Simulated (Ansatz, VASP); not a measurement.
# Li2BeS3: VASP beside Ansatz

```xyz
6
Lattice="3.4139 0.0000 0.0000 -1.7070 2.9565 0.0000 0.0000 0.0000 8.3623" Properties=species:S:1:pos:R:3 pbc="T T T"
Li    0.0000    1.9710    5.5749
Li    1.7070    0.9855    2.7874
Be    0.0000    0.0000    0.0000
S     0.0000    0.0000    4.1812
S     0.0000    1.9710    1.3937
S     1.7070    0.9855    6.9686
```

Alike in both runs: task single point; functional PBE; k mesh 6 × 6 × 2; occupations gaussian, width 0.1 eV; no spin polarisation.

```csv
,VASP,Ansatz
version,VASP 6.6.1,Ansatz 0.2.0
potentials or method,"VASP PAW PBE potentials, release 64 (Li_sv, Be, S), cutoff 520 eV","scalar-relativistic, plane waves, PAW"
valence electrons in the cell,26,26
```

|  | VASP | Ansatz | Ansatz less VASP |
| --- | --- | --- | --- |
| gap on the k mesh at the Fermi level (eV) | none | none | - |
| rms of the force components (eV/Å) | 0.530 | 0.529 | -0.0003 |

Atom by atom the forces differ by 0.000 eV/Å (rms over components). A gap of «none» marks a metal or a gap that the smearing closes.

The k mesh is coarse, so the values compare programs but aren't converged. Noted on VASP's run: the cutoff is short for stress, so the pressure is rough.
